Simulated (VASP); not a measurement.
The system is NaF (Villiaumite).

```
Na F
1.0
     0.00000    2.32000    2.32000
     2.32000    0.00000    2.32000
     2.32000    2.32000    0.00000
Na F
1 1
Direct
  0.00000 0.00000 0.00000
  0.50000 0.50000 0.50000
```

Base run:

```yaml
Program: VASP 6.6.1
Functional: LDA
Potentials_or_basis: VASP PAW LDA potentials, release 64 (Na_pv, F)
Cutoff: 520 eV
k_mesh: 10 × 10 × 10
Occupations: fermi-dirac, width 0.05 eV
Spin: no spin polarisation
```

Its results: band gap on the k mesh 5.93 eV, direct; pressure -4.6 GPa.

Problem. After a change of settings the same cell gave: band gap on the k mesh 7.15 eV, direct; pressure -2.0 GPa. Which change was it?
A. further incar settings from ALGO = Normal; EDIFF = 1e-06; NBANDS = 14 to ALGO = Normal; EDIFF = 1e-07; NBANDS = 14
B. functional from LDA to r2SCAN; potentials or basis from VASP PAW LDA potentials, release 64 (Na_pv, F) to VASP PAW PBE potentials, release 64 (Na_pv, F)
C. k mesh from 10 × 10 × 10 to 8 × 8 × 8

Solution. B.

Caveats: the PAW data sets were made with another functional, which shifts forces and pressure a little (some runs).
